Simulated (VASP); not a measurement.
Here is a VASP 6.6.1 calculation.

The input INCAR:

```
  ALGO = Fast
  EDIFF = 1E-6
  ENCUT = 520
  GGA = PE
  ISIF = 2
  ISMEAR = 0
  LASPH = True
  LCHARG = False
  LREAL = False
  LWAVE = False
  NBANDS = 12
  NELM = 60
  PREC = Accurate
  SIGMA = 0.15
```

KPOINTS

```
k-points
0
Gamma
  22 22 22
```

File POSCAR:

```
Ti
1.0
   -1.3499176245      1.3499176245      2.1137010164
    1.3499176245     -1.3499176245      2.1137010164
    1.3499176245      1.3499176245     -2.1137010164
Ti
1
Direct
    0.0000000000      0.0000000000      0.0000000000
```

Potentials or basis: VASP PAW PBE potentials, release 64 (Ti_sv).

Launch:

```bash
$ cat potpaw_PBE.64/Ti_sv/POTCAR > POTCAR
$ mpirun -np 1 vasp_std > vasp.out
```

Problem. Estimate the pressure.

Solution. 15.3 GPa.

Problem. Estimate the band gap on the k mesh.

Solution. Zero (band 6 reaches 10.19 eV, above the bottom of band 7 at 8.84 eV).

Stress tensor (GPa, compression positive):
```
16.24  0.00  0.00
 0.00 16.24  0.00
 0.00  0.00 13.45
```
